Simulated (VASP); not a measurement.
Write the native input for VASP 6.6.1 that does the following.

```
Task                   : single point
Functional             : LDA
Potentials or basis    : VASP PAW LDA potentials, release 64 (Li_sv)
Cutoff                 : 520 eV
k mesh                 : 15 × 15 × 8
Occupations            : fermi-dirac, width 0.05 eV
Spin                   : no spin polarisation
Dipole correction      : no
Further INCAR settings : ALGO = Normal; EDIFF = 1e-06; NBANDS = 10
```

The structure of Li lies in POSCAR:

```
Li
1.0
    2.9122494700      0.0000000000      0.0000000000
   -1.4561247350      2.5220820232      0.0000000000
    0.0000000000      0.0000000000      4.7847570651
Li
2
Direct
    0.3333333333      0.6666666667      0.2500000000
    0.6666666667      0.3333333333      0.7500000000
```

One way to write it, as run:

INCAR

```
SYSTEM = Li
ALGO     = Normal         ! electronic algorithm
EDIFF    = 1E-6           ! SCF threshold, eV
ENCUT    = 520            ! plane-wave cutoff, eV
GGA      = CA             ! functional
ISIF     = 2              ! what is computed and relaxed
ISMEAR   = -1             ! smearing method
LASPH    = .True.         ! aspherical terms in the spheres
LCHARG   = .False.        ! write CHGCAR
LREAL    = .False.        ! projectors in reciprocal space
LWAVE    = .False.        ! write WAVECAR
NBANDS   = 10             ! bands
NELM     = 80             ! most SCF steps
PREC     = Accurate       ! precision mode
SIGMA    = 0.05           ! smearing width, eV
```

KPOINTS

```
k-points
0
Gamma
  15 15 8
  0 0 0
```

Potentials or basis: VASP PAW LDA potentials, release 64 (Li_sv).

Command:

```console
$ cat potpaw_LDA.64/Li_sv/POTCAR > POTCAR
$ mpirun -np 1 vasp_std > vasp.out
```

Results of the run:

```yaml
Band_gap_on_the_k_mesh: zero (band 3 reaches 3.34 eV, above the bottom of band 4 at -1.50 eV)
```

Wall time 22 s on 1 thread of AMD EPYC 9R45 96-Core Processor (Zen 5), on a shared host, peak memory 0.12 GiB.
